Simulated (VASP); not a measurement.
A run of VASP 6.6.1:

File INCAR:

```
ALGO     = Normal         # electronic algorithm
DIPOL    = 0.5 0.5 0.493
EDIFF    = 1E-6           # SCF threshold, eV
ENCUT    = 400            # plane-wave cutoff, eV
GGA      = PE             # functional
GGA_COMPAT= F            
IDIPOL   = 3            
ISIF     = 2              # what is computed and relaxed
ISMEAR   = -1             # smearing method
IVDW     = 12             # dispersion correction
LASPH    = T              # aspherical terms in the spheres
LCHARG   = F              # write CHGCAR
LDIPOL   = T            
LREAL    = F              # projectors in reciprocal space
LWAVE    = F              # write WAVECAR
NBANDS   = 64             # bands
NELM     = 120            # most SCF steps
NELMDL   = -8           
PREC     = Accurate       # precision mode
SIGMA    = 0.1            # smearing width, eV
```

KPOINTS

```
k-points
0
Gamma
  5 5 1
```

Contents of POSCAR:

```
SnS2
1.0
    3.6390000000      0.0000000000      0.0000000000
   -1.8195000000      3.1514660000      0.0000000000
    0.0000000000      0.0000000000     34.0050000000
Sn S
4 8
Direct
    0.0000000000      0.0000000000      0.1764446405
    0.0000000000      0.0000000000      0.3490074989
    0.0000000000      0.0000000000      0.5215703573
    0.0000000000      0.0000000000      0.6941332157
    0.3333333333      0.6666666667      0.2195853551
    0.6666666667      0.3333333333      0.3058667843
    0.3333333333      0.6666666667      0.3921482135
    0.6666666667      0.3333333333      0.4784296427
    0.3333333333      0.6666666667      0.5647110719
    0.6666666667      0.3333333333      0.6509925011
    0.3333333333      0.6666666667      0.7372739303
    0.6666666667      0.3333333333      0.8235553595
```

Potentials or basis: VASP PAW PBE potentials, release 64 (Sn_d, S).

Command:

```console
$ cat potpaw_PBE.64/Sn_d/POTCAR potpaw_PBE.64/S/POTCAR > POTCAR
$ mpirun -np 1 vasp_std > vasp.out
```

Hardware: 1 thread of Intel Xeon 6975P-C (shared host).

Estimate the wall time of this run.

Run time: 11 min on 1 thread of Intel Xeon 6975P-C, on a shared host, peak memory 0.39 GiB. Counts: scf iterations 88, k points 5.
